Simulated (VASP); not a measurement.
# Pb (P6_3/mmc) in VASP: a series of runs, part 2 of 2

VASP 6.6.1. Earlier steps stand in the parts before.

### 3 Single point, revPBE (volume scaled by 1.08)

INCAR

```
SYSTEM = Pb
PREC = Accurate ; ENCUT = 520
EDIFF = 1E-7 ; ISMEAR = -1
SIGMA = 0.1 ; LREAL = .FALSE.
LASPH = .TRUE. ; NELM = 100
ALGO = Normal ; ISIF = 2
LWAVE = .FALSE. ; LCHARG = .FALSE.
GGA = RE ; NBANDS = 21
```

KPOINTS

```
regular mesh
0
G
  11 11 6
  0 0 0
```

POSCAR

```
Pb
1.0
    3.6819622730      0.0000000000      0.0000000000
   -1.8409811365      3.1886728642      0.0000000000
    0.0000000000      0.0000000000      6.0364174357
Pb
2
Direct
    0.3333333333      0.6666666667      0.2500000000
    0.6666666667      0.3333333333      0.7500000000
```

Potentials or basis: VASP PAW PBE potentials, release 64 (Pb_d).

Launch:

```console
$ cat potpaw_PBE.64/Pb_d/POTCAR > POTCAR
$ mpirun -np 1 vasp_std > vasp.out
```

OUTCAR:

```text
SYSTEM = Pb
   PREC = Accurate
   ENCUT = 520
   EDIFF = 1E-7
   ISMEAR = -1
   LREAL = .FALSE.
   LASPH = .TRUE.
   NELM = 100
   ISIF = 2
   GGA = RE

 ion  position               nearest neighbor table
   1  0.333  0.667  0.250-   2 3.69   2 3.69   2 3.69   2 3.69   2 3.69   2 3.69
   2  0.667  0.333  0.750-   1 3.69   1 3.69   1 3.69   1 3.69   1 3.69   1 3.69

  LATTYP: Found a hexagonal cell.
 ALAT       =     3.6819622730
 C/A-ratio  =     1.6394566234

  Lattice vectors:

 A1 = (   3.6819622730,   0.0000000000,   0.0000000000)
 A2 = (  -1.8409811365,   3.1886728642,   0.0000000000)
 A3 = (   0.0000000000,   0.0000000000,   6.0364174357)

Analysis of symmetry for initial positions (statically):
=====================================================================
 Subroutine PRICEL returns:
 Original cell was already a primitive cell.

 Routine SETGRP: Setting up the symmetry group for a
 hexagonal supercell.

 Subroutine GETGRP returns: Found 24 space group operations
 (whereof 12 operations were pure point group operations)
[... 155 lines left out ...]

 number of electron      27.9999999 magnetization

 Free energy of the ion-electron system (eV)
  ---------------------------------------------------
  ext. energy  EPLUGINS =         0.00000000
  ---------------------------------------------------
  free energy    TOTEN  =        -6.43678911 eV

  energy without entropy =       -6.39260014  energy(sigma->0) =       -6.41469463

 E-fermi :   5.7364     XC(G=0):  -9.3858

 val. band max:        5.7122525529   @ k =   0.2727   0.1818   0.1667
 cond. band min:       5.7529469104   @ k =   0.3636   0.0000   0.0000
 fundamental gap:      0.0406943575
 Fermi energy:         5.7364447491

 k-point     1 :       0.0000    0.0000    0.0000
  band No.  band energies     occupation
      1     -11.3078      2.00000
      2     -11.3047      2.00000
      3     -11.2894      2.00000
      4     -11.2894      2.00000
      5     -11.2779      2.00000
      6     -11.2779      2.00000
[... 565 lines left out ...]
     20      14.2748      0.00000
     21      14.7312      0.00000

 [... further k-points ...]
[... 5 lines left out ...]
  --------------------------------------------------------------------------------------
  -------------------------------------------------------------------------------------
  Total       -1.0964850     -1.0964850     -1.0830609     -0.0000000      0.0000000      0.0000000
  in kB      -24.7881844    -24.7881844    -24.4847052     -0.0000000      0.0000000      0.0000000
  external PRESSURE =     -24.6870247 kB  Pullay stress =       0.0000000 kB

 VOLUME and BASIS-vectors are now :
 -----------------------------------------------------------------------------
  energy-cutoff  :      520.00
  volume of cell :       70.87
      direct lattice vectors                 reciprocal lattice vectors
     3.681962273  0.000000000  0.000000000     0.271594309  0.156805048  0.000000000
    -1.840981136  3.188672864  0.000000000     0.000000000  0.313610095  0.000000000
     0.000000000  0.000000000  6.036417436     0.000000000  0.000000000  0.165661174

 POSITION                                       TOTAL-FORCE (eV/Angst)
 -----------------------------------------------------------------------------------
     -0.00000      2.12578      1.50910         0.000000      0.000000      0.000000
      1.84098      1.06289      4.52731        -0.000000     -0.000000      0.000000
 -----------------------------------------------------------------------------------
    total drift:                                0.000000     -0.000000      0.000000

  FREE ENERGIE OF THE ION-ELECTRON SYSTEM (eV)
  ---------------------------------------------------
  free  energy   TOTEN  =        -6.4367891149 eV

  energy  without entropy=       -6.3926001376  energy(sigma->0) =       -6.41469463
```

Wall time 66 s (1 thread of Intel Xeon Platinum 8259CL at 2.50GHz (Skylake/Cascade Lake), shared host); peak memory 0.22 GiB.

Results:

| Quantity | Value |
| --- | --- |
| Free energy | -6.4368 eV |
| Pressure | -2.5 GPa |
| Band gap on the k mesh | zero (band 14 reaches 10.63 eV, above the bottom of band 15 at 4.48 eV) |

Caveat: the PAW data sets were made with another functional, which shifts forces and pressure a little; spin-orbit coupling is left out, which moves the levels of the heavy elements.

### 4 Single point, revPBE (volume scaled by 1.12)

INCAR

```
SYSTEM = Pb
PREC = Accurate
ENCUT = 520
EDIFF = 1E-6
ISMEAR = -1
SIGMA = 0.1
LREAL = .False.
LASPH = .True.
NELM = 80
ALGO = Normal
ISIF = 2
LWAVE = .False.
LCHARG = .False.
GGA = RE
NBANDS = 21
```

KPOINTS

```
Automatic mesh
0
Gamma
  11 11 6
  0 0 0
```

POSCAR

```
Pb
1.0
    3.7268686777      0.0000000000      0.0000000000
   -1.8634343389      3.2275629514      0.0000000000
    0.0000000000      0.0000000000      6.1100395383
Pb
2
Direct
    0.3333333333      0.6666666667      0.2500000000
    0.6666666667      0.3333333333      0.7500000000
```

Potentials or basis: VASP PAW PBE potentials, release 64 (Pb_d).

Launch:

```console
$ cat potpaw_PBE.64/Pb_d/POTCAR > POTCAR
$ mpirun -np 1 vasp_std > vasp.out
```

OUTCAR:

```text
SYSTEM = Pb
   PREC = Accurate
   ENCUT = 520
   EDIFF = 1E-6
   ISMEAR = -1
   LREAL = .False.
   LASPH = .True.
   NELM = 80
   ISIF = 2
   GGA = RE

 ion  position               nearest neighbor table
   1  0.333  0.667  0.250-   2 3.74   2 3.74   2 3.74   2 3.74   2 3.74   2 3.74
   2  0.667  0.333  0.750-   1 3.74   1 3.74   1 3.74   1 3.74   1 3.74   1 3.74

  LATTYP: Found a hexagonal cell.
 ALAT       =     3.7268686777
 C/A-ratio  =     1.6394566234

  Lattice vectors:
[... 190 lines left out ...]
      1     -11.6412      2.00000
      2     -11.6410      2.00000
      3     -11.6265      2.00000
      4     -11.6265      2.00000
      5     -11.6165      2.00000
      6     -11.6165      2.00000
[... 565 lines left out ...]
     20      13.7964      0.00000
     21      14.2548      0.00000

 [... further k-points ...]
[... 5 lines left out ...]
  --------------------------------------------------------------------------------------
  -------------------------------------------------------------------------------------
  Total       -1.4849351     -1.4849351     -1.4842182      0.0000000      0.0000000      0.0000000
  in kB      -32.3709344    -32.3709344    -32.3553052      0.0000000      0.0000000      0.0000000
  external PRESSURE =     -32.3657247 kB  Pullay stress =       0.0000000 kB

 VOLUME and BASIS-vectors are now :
 -----------------------------------------------------------------------------
  energy-cutoff  :      520.00
  volume of cell :       73.50
      direct lattice vectors                 reciprocal lattice vectors
     3.726868678  0.000000000  0.000000000     0.268321770  0.154915646  0.000000000
    -1.863434339  3.227562951  0.000000000     0.000000000  0.309831292  0.000000000
     0.000000000  0.000000000  6.110039538     0.000000000  0.000000000  0.163665062

 POSITION                                       TOTAL-FORCE (eV/Angst)
 -----------------------------------------------------------------------------------
     -0.00000      2.15171      1.52751        -0.000000      0.000000      0.000000
      1.86343      1.07585      4.58253         0.000000     -0.000000      0.000000
 -----------------------------------------------------------------------------------
    total drift:                               -0.000000      0.000000      0.000000

  FREE ENERGIE OF THE ION-ELECTRON SYSTEM (eV)
  ---------------------------------------------------
  free  energy   TOTEN  =        -6.3909913776 eV

  energy  without entropy=       -6.3434623218  energy(sigma->0) =       -6.36722685
```

OSZICAR:

```text
N       E                     dE             d eps       ncg     rms          rms(c)
DAV:   1     0.289774007285E+03    0.28977E+03   -0.13982E+04  2688   0.152E+03
DAV:   2     0.151283003935E+02   -0.27465E+03   -0.26853E+03  2703   0.393E+02
DAV:   3    -0.567020864250E+01   -0.20799E+02   -0.20544E+02  3310   0.133E+02
DAV:   4    -0.636099588954E+01   -0.69079E+00   -0.69044E+00  3153   0.289E+01
DAV:   5    -0.639629927790E+01   -0.35303E-01   -0.35303E-01  3610   0.598E+00    0.560E-01
DAV:   6    -0.639036115267E+01    0.59381E-02   -0.29856E-02  3685   0.188E+00    0.335E-01
DAV:   7    -0.639058401770E+01   -0.22287E-03   -0.13213E-02  3289   0.138E+00    0.134E-01
DAV:   8    -0.639101434482E+01   -0.43033E-03   -0.17550E-03  3203   0.589E-01    0.288E-02
DAV:   9    -0.639099359030E+01    0.20755E-04   -0.51086E-05  3641   0.953E-02    0.158E-02
DAV:  10    -0.639099182764E+01    0.17627E-05   -0.21622E-05  3194   0.578E-02    0.169E-03
DAV:  11    -0.639099137762E+01    0.45003E-06   -0.40599E-07  1819   0.670E-03
   1 F= -.63909914E+01 E0= -.63672268E+01  d E =-.475291E-01
```

Wall time 58 s (1 thread of Intel Xeon Platinum 8259CL at 2.50GHz (Skylake/Cascade Lake), shared host); peak memory 0.22 GiB.

Results:

```
Free energy            : -6.3910 eV
Pressure               : -3.2 GPa
Band gap on the k mesh : zero (band 14 reaches 10.10 eV, above the bottom of band 15 at 4.21 eV)
```

Caveat: the PAW data sets were made with another functional, which shifts forces and pressure a little; spin-orbit coupling is left out, which moves the levels of the heavy elements.

### 5 The runs side by side

| cell | gap on the mesh (eV) | pressure (GPa) |
| --- | --- | --- |
| a = 3.636, b = 3.636, c = 5.961 Å, angles 90.0, 90.0, 120.0°, 2 atoms | none | -1.5 |
| a = 3.682, b = 3.682, c = 6.036 Å, angles 90.0, 90.0, 120.0°, 2 atoms | none | -2.5 |
| a = 3.727, b = 3.727, c = 6.110 Å, angles 90.0, 90.0, 120.0°, 2 atoms | none | -3.2 |

Alike in all rows: task single point; level revPBE; potentials or basis VASP PAW PBE potentials, release 64 (Pb_d); no spin polarisation; k mesh 11 × 11 × 6; cutoff (eV) 520; smearing fermi-dirac 0.1 eV.

Caveats: the PAW data sets were made with another functional, which shifts forces and pressure a little; spin-orbit coupling is left out, which moves the levels of the heavy elements.

Absolute energies hang on the potentials; compare differences alone.
